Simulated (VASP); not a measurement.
# InP (F-43m) in VASP: single point with r2SCAN

Aim: the single point of InP with r2SCAN.

All numbers are computed with VASP 6.6.1; they aren't measurements. Logs are shortened: lines on timing, memory, paths and dates and some standing lists are left out, and cuts for length are marked.

### 1 The cell of the first run

Symmetry: F-43m, No. 216, cubic system. The conventional cell has a = 5.907 Å, b = 5.907 Å, c = 5.907 Å, α = 90.00°, β = 90.00°, γ = 90.00°. Within 3.4 Å of In (site symmetry -43m) lie 4 P at 2.56 Å. Within 3.4 Å of P (site symmetry -43m) lie 4 In at 2.56 Å.

### 2 Single point, r2SCAN

POSCAR

```
InP
1.0
    0.0000000000      2.9537137796      2.9537137796
    2.9537137796      0.0000000000      2.9537137796
    2.9537137796      2.9537137796      0.0000000000
In P
1 1
Direct
    0.0000000000      0.0000000000      0.0000000000
    0.7500000000      0.7500000000      0.7500000000
```

INCAR.step1

```
  PREC = Accurate
  ENCUT = 550
  ISMEAR = 0
  SIGMA = 0.02
  LREAL = False
  LASPH = True
  NELM = 120
  NBANDS = 16
  GGA = PE
  ALGO = Normal
  EDIFF = 1E-5
  LWAVE = True
  LCHARG = False
  GGA_COMPAT = False
```

INCAR.step2

```
  PREC = Accurate
  ENCUT = 550
  EDIFF = 1E-6
  ISMEAR = 0
  SIGMA = 0.02
  LREAL = False
  LASPH = True
  NELM = 120
  ALGO = Normal
  ISIF = 2
  LWAVE = False
  LCHARG = False
  METAGGA = R2SCAN
  LMIXTAU = True
  NBANDS = 16
  ISTART = 1
  GGA_COMPAT = False
```

KPOINTS

```
Automatic mesh
0
Gamma
  8 8 8
```

Potentials or basis: VASP PAW PBE potentials, release 64 (In_d, P).

The run is started by

```sh
cat potpaw_PBE.64/In_d/POTCAR potpaw_PBE.64/P/POTCAR > POTCAR
cp INCAR.step1 INCAR
mpirun -np 1 vasp_std > vasp.out
cp INCAR.step2 INCAR
mpirun -np 1 vasp_std > vasp.out
```

OUTCAR:

```text
PREC = Accurate
   ENCUT = 550
   EDIFF = 1E-6
   ISMEAR = 0
   LREAL = False
   LASPH = True
   NELM = 120
   ISIF = 2
   METAGGA = R2SCAN
   ISTART = 1

 ion  position               nearest neighbor table
   1  0.000  0.000  0.000-   2 2.56   2 2.56   2 2.56   2 2.56
   2  0.750  0.750  0.750-   1 2.56   1 2.56   1 2.56   1 2.56

  LATTYP: Found a face centered cubic cell.
 ALAT       =     5.9074275592

  Lattice vectors:

 A1 = (   0.0000000000,   2.9537137796,   2.9537137796)
 A2 = (   2.9537137796,   0.0000000000,   2.9537137796)
 A3 = (   2.9537137796,   2.9537137796,   0.0000000000)

Analysis of symmetry for initial positions (statically):
=====================================================================
 Subroutine PRICEL returns:
 Original cell was already a primitive cell.

 Routine SETGRP: Setting up the symmetry group for a
 face centered cubic supercell.

 Subroutine GETGRP returns: Found 24 space group operations
 (whereof 24 operations were pure point group operations)
 out of a pool of 48 trial point group operations.

The static configuration has the point symmetry T_d .

Analysis of symmetry for dynamics (positions and initial velocities):
=====================================================================
 Subroutine PRICEL returns:
 Original cell was already a primitive cell.

 Routine SETGRP: Setting up the symmetry group for a
 face centered cubic supercell.

 Subroutine GETGRP returns: Found 24 space group operations
 (whereof 24 operations were pure point group operations)
 out of a pool of 48 trial point group operations.

The dynamic configuration has the point symmetry T_d .

 Subroutine INISYM returns: Found 24 space group operations
 (whereof 24 operations are pure point group operations),
 and found     1 'primitive' translations

----------------------------------------------------------------------------------------

                                     Primitive cell

  volume of cell :      51.5389

  direct lattice vectors                    reciprocal lattice vectors
     0.000000000  2.953713780  2.953713780    -0.169278419  0.169278419  0.169278419
     2.953713780  0.000000000  2.953713780     0.169278419 -0.169278419  0.169278419
     2.953713780  2.953713780  0.000000000     0.169278419  0.169278419 -0.169278419

  length of vectors
     4.177182086  4.177182086  4.177182086     0.293198823  0.293198823  0.293198823

  position of ions in fractional coordinates (direct lattice)
     0.000000000  0.000000000  0.000000000
     0.750000000  0.750000000  0.750000000

  ion indices of the primitive-cell ions
   primitive index   ion index
                 1           1
                 2           2

----------------------------------------------------------------------------------------

 KPOINTS: Automatic mesh

Automatic generation of k-mesh.
 Grid dimensions read from file:
 generate k-points for:    8    8    8

 Generating k-lattice:

  Cartesian coordinates                     Fractional coordinates (reciprocal lattice)
    -0.021159802  0.021159802  0.021159802     0.125000000  0.000000000  0.000000000
     0.021159802 -0.021159802  0.021159802     0.000000000  0.125000000  0.000000000
     0.021159802  0.021159802 -0.021159802     0.000000000  0.000000000  0.125000000

  Length of vectors
     0.036649853  0.036649853  0.036649853

  Shift w.r.t. Gamma in fractional coordinates (k-lattice)
     0.000000000  0.000000000  0.000000000

 Subroutine IBZKPT returns following result:
 ===========================================

 Found     29 irreducible k-points:

 Following reciprocal coordinates:
            Coordinates               Weight
  0.000000  0.000000  0.000000      1.000000
  0.125000  0.000000  0.000000      8.000000
  0.250000  0.000000  0.000000      8.000000
  0.375000  0.000000  0.000000      8.000000
  0.500000  0.000000  0.000000      4.000000
  0.125000  0.125000  0.000000      6.000000
[... 16 lines left out ...]
  0.500000  0.250000  0.125000     48.000000
 -0.375000  0.250000  0.125000     24.000000
 [... further k-points ...]
   k-points           NKPTS =     29   k-points in BZ     NKDIM =     29   number of bands    NBANDS=     16
   number of dos      NEDOS =    301   number of ions     NIONS =      2
   total plane-waves  NPLWV =  32768
   dimension x,y,z NGX =    32 NGY =   32 NGZ =   32
   dimension x,y,z NGXF=    64 NGYF=   64 NGZF=   64
   ions per type =               1   1
   NGX,Y,Z   is equivalent  to a cutoff of  12.74, 12.74, 12.74 a.u.
   NGXF,Y,Z  is equivalent  to a cutoff of  25.47, 25.47, 25.47 a.u.
 SYSTEM =  unknown system
   PREC   = accura    normal or accurate (medium, high low for compatibility)
   ISTART =      1    job   : 0-new  1-cont  2-samecut
   ICHARG =      0    charge: 1-file 2-atom 10-const
   ISPIN  =      1    spin polarized calculation?
   LNONCOLLINEAR =      F non collinear calculations
   LSORBIT =      F    spin-orbit coupling
   LASPH  =      T    aspherical Exc in radial PAW
   ENCUT  =  550.0 eV  40.42 Ry    6.36 a.u.   7.99  7.99  7.99*2*pi/ulx,y,z
   NELM   =    120;   NELMIN=  2; NELMDL=  0     # of ELM steps
   EDIFF  = 0.1E-05   stopping-criterion for ELM
   LREAL  =      F    real-space projection
   EDIFFG = 0.1E-04   stopping-criterion for IOM
   NSW    =      0    number of steps for IOM
   IBRION =     -1    ionic relax: 0-MD 1-quasi-New 2-CG
   NFREE  =      0    steps in history (QN), initial steepest desc. (CG)
   ISIF   =      2    stress and relaxation
   ISYM   =      2    0-nonsym 1-usesym 2-fastsym
   POTIM  = 0.5000    time-step for ionic-motion
   TEBEG  =    0.0;   TEEND  =   0.0 temperature during run
   PSTRESS=    0.0 pullay stress
   NELECT =      18.0000    total number of electrons
   NUPDOWN=      -1.0000    fix difference up-down
   EMIN   =  10.00;   EMAX   =-10.00  energy-range for DOS
   EFERMI =   0.00;   METHOD = LEGACY
   ISMEAR =     0;   SIGMA  =   0.02  broadening in eV -4-tet -1-fermi 0-gaus
   EFERMI_NEDOS =   21; number of points for ismear=-14 and -15
   IALGO  =     38    algorithm
   IMIX   =      4    mixing-type and parameters
     AMIX     =   0.40;   BMIX     =  1.00
     AMIX_MAG =   1.60;   BMIX_MAG =  1.00
  volume/ion in A,a.u.               =      25.77       173.90
  Fermi-wavevector in a.u.,A,eV,Ry     =   1.152888  2.178643 18.084205  1.329152
  Thomas-Fermi vector in A             =   2.289536
   LORBIT       =      0    0 simple, 1 ext, 2 COOP (PROOUT), +10 PAW based schemes
   METAGGA = R2SCAN    functional components
   LHFCALC =     F    Hartree Fock is set to
   AEXX    =    0.0000 exact exchange contribution
   IVDW    =     0    specifies the selected vdW correction
   LEPSILON=     F    determine dielectric tensor
   LRPA    =     F    only Hartree local field effects (RPA)
 non-spin polarized calculation
 Gauss-broadening in eV      SIGMA  =   0.02
  energy-cutoff  :      550.00
  volume of cell :       51.54
 maximum number of plane-waves:      1540
   NGX = 15   NGY = 15   NGZ = 15

 number of electron      18.0000009 magnetization

 Free energy of the ion-electron system (eV)
  ---------------------------------------------------
  ext. energy  EPLUGINS =         0.00000000
  ---------------------------------------------------
  free energy    TOTEN  =       -32.29769840 eV

  energy without entropy =      -32.29769840  energy(sigma->0) =      -32.29769840

 E-fermi :   4.8495     XC(G=0):  -9.7708

 val. band max:        4.7547696693   @ k =   0.0000   0.0000   0.0000
 cond. band min:       5.7852605584   @ k =   0.0000   0.0000   0.0000
 fundamental gap:      1.0304908891
 Fermi energy:         4.8495145901

 k-point     1 :       0.0000    0.0000    0.0000
  band No.  band energies     occupation
      1      -9.8570      2.00000
      2      -9.8570      2.00000
      3      -9.8570      2.00000
      4      -9.6904      2.00000
      5      -9.6904      2.00000
      6      -7.0808      2.00000
[... 8 lines left out ...]
     15      14.6392      0.00000
     16      14.6392      0.00000

 k-point     2 :       0.1250    0.0000    0.0000
  band No.  band energies     occupation
      1      -9.8767      2.00000
      2      -9.8495      2.00000
      3      -9.8495      2.00000
      4      -9.6902      2.00000
      5      -9.6902      2.00000
      6      -6.8994      2.00000
[... 8 lines left out ...]
     15      13.9974      0.00000
     16      14.5538      0.00000

 k-point     3 :       0.2500    0.0000    0.0000
  band No.  band energies     occupation
      1      -9.9215      2.00000
      2      -9.8334      2.00000
      3      -9.8334      2.00000
      4      -9.6879      2.00000
      5      -9.6879      2.00000
      6      -6.3951      2.00000
[... 8 lines left out ...]
     15      13.7784      0.00000
     16      14.3412      0.00000

 k-point     4 :       0.3750    0.0000    0.0000
  band No.  band energies     occupation
      1      -9.9631      2.00000
      2      -9.8205      2.00000
      3      -9.8205      2.00000
      4      -9.6819      2.00000
      5      -9.6819      2.00000
      6      -5.7282      2.00000
[... 8 lines left out ...]
     15      14.7536      0.00000
     16      14.7536      0.00000
[... 324 lines left out ...]
 k-point    22 :       0.3750    0.2500    0.1250
  band No.  band energies     occupation
      1      -9.9611      2.00000
      2      -9.8138      2.00000
      3      -9.8076      2.00000
      4      -9.7048      2.00000
      5      -9.6756      2.00000
      6      -5.9778      2.00000
[... 8 lines left out ...]
     15      15.4453      0.00000
     16      16.9124      0.00000

 k-point    23 :       0.5000    0.2500    0.1250
  band No.  band energies     occupation
      1      -9.9863      2.00000
      2      -9.8071      2.00000
      3      -9.7929      2.00000
      4      -9.7014      2.00000
      5      -9.6754      2.00000
      6      -5.3702      2.00000
[... 8 lines left out ...]
     15      16.1205      0.00000
     16      16.6940      0.00000

 k-point    24 :      -0.3750    0.2500    0.1250
  band No.  band energies     occupation
      1      -9.9956      2.00000
      2      -9.8058      2.00000
      3      -9.7875      2.00000
      4      -9.6960      2.00000
      5      -9.6779      2.00000
      6      -5.0379      2.00000
[... 8 lines left out ...]
     15      15.9790      0.00000
     16      16.6347      0.00000

 [... further k-points ...]
[... 5 lines left out ...]
  --------------------------------------------------------------------------------------
  -------------------------------------------------------------------------------------
  Total       -0.0365426     -0.0365426     -0.0365426      0.0000000     -0.0000000      0.0000000
  in kB       -1.1359896     -1.1359896     -1.1359896      0.0000000     -0.0000000      0.0000000
  external PRESSURE =      -1.1359896 kB  Pullay stress =       0.0000000 kB

 VOLUME and BASIS-vectors are now :
 -----------------------------------------------------------------------------
  energy-cutoff  :      550.00
  volume of cell :       51.54
      direct lattice vectors                 reciprocal lattice vectors
     0.000000000  2.953713780  2.953713780    -0.169278419  0.169278419  0.169278419
     2.953713780  0.000000000  2.953713780     0.169278419 -0.169278419  0.169278419
     2.953713780  2.953713780  0.000000000     0.169278419  0.169278419 -0.169278419

 POSITION                                       TOTAL-FORCE (eV/Angst)
 -----------------------------------------------------------------------------------
      0.00000      0.00000      0.00000        -0.000000     -0.000000     -0.000000
      4.43057      4.43057      4.43057         0.000000      0.000000      0.000000
 -----------------------------------------------------------------------------------
    total drift:                                0.000000      0.000000      0.000000

  FREE ENERGIE OF THE ION-ELECTRON SYSTEM (eV)
  ---------------------------------------------------
  free  energy   TOTEN  =       -32.2976983952 eV

  energy  without entropy=      -32.2976983952  energy(sigma->0) =      -32.29769840
```

It took 58 s on 1 thread of Intel Xeon Platinum 8259CL at 2.50GHz (Skylake/Cascade Lake), shared host; peak memory 0.19 GiB.

What came out:

```
Free energy            : -32.2977 eV
Pressure               : -0.1 GPa
Band gap on the k mesh : 1.03 eV
```

Levels at points of the mesh, in eV from the valence-band top:
```tsv
k point	band 5	band 6	band 7	band 8	band 9	band 10	band 11	band 12	band 13	band 14
(0.00, 0.00, 0.00)	-14.45	-11.84	0.00	0.00	0.00	1.03	4.44	4.44	4.44	9.00
(0.50, 0.00, 0.00)	-14.43	-10.11	-5.75	-0.97	-0.97	1.80	5.16	5.16	7.50	9.97
(0.50, 0.50, 0.00)	-14.41	-9.46	-5.77	-2.33	-2.33	2.04	2.55	9.73	10.15	10.15
```

Caveat: the PAW data sets were made with another functional, which shifts forces and pressure a little; spin-orbit coupling is left out, which moves the levels of the heavy elements.
